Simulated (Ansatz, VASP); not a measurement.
# MgS: VASP beside Ansatz

```
Mg S
1.0
     3.65994    0.00000    0.00000
    -1.82997    3.16960    0.00000
     0.00000    0.00000   12.58393
Mg S
4 4
Direct
  0.00000 0.00000 0.00000
  0.33333 0.66667 0.25000
  0.00000 0.00000 0.50000
  0.66667 0.33333 0.75000
  0.66667 0.33333 0.12093
  0.66667 0.33333 0.37907
  0.33333 0.66667 0.62093
  0.33333 0.66667 0.87907
```

Alike in both runs: functional PBE; k mesh 9 × 9 × 3; occupations gaussian, width 0.02 eV; no spin polarisation.

Ansatz relaxed the structure, and its values are those at the end. VASP's run is a single point on that final structure, the one shown.

```csv
,VASP,Ansatz
version,VASP 6.6.1,Ansatz 0.2.0
potentials or method,"VASP PAW PBE potentials, release 64 (Mg, S), cutoff 520 eV","scalar-relativistic, plane waves, PAW"
valence electrons in the cell,32,64
```

VASP gave:

| Quantity | Value |
| --- | --- |
| gap on the k mesh at the Fermi level (eV) | 2.31 |
| least direct gap on the mesh (eV) | 2.71 |
| pressure (GPa) | -0.3 |

**Question.** Estimate Ansatz's values.

**Answer.** gap on the k mesh at the Fermi level (eV): 2.32; least direct gap on the mesh (eV): 2.73; pressure (GPa): 0.0.

The functional is the same, so the differences come from potentials, cutoffs and numerics. VASP's potentials hold 32 valence electrons a cell and Ansatz's 64, so a difference there can come from the potentials and not from the codes.
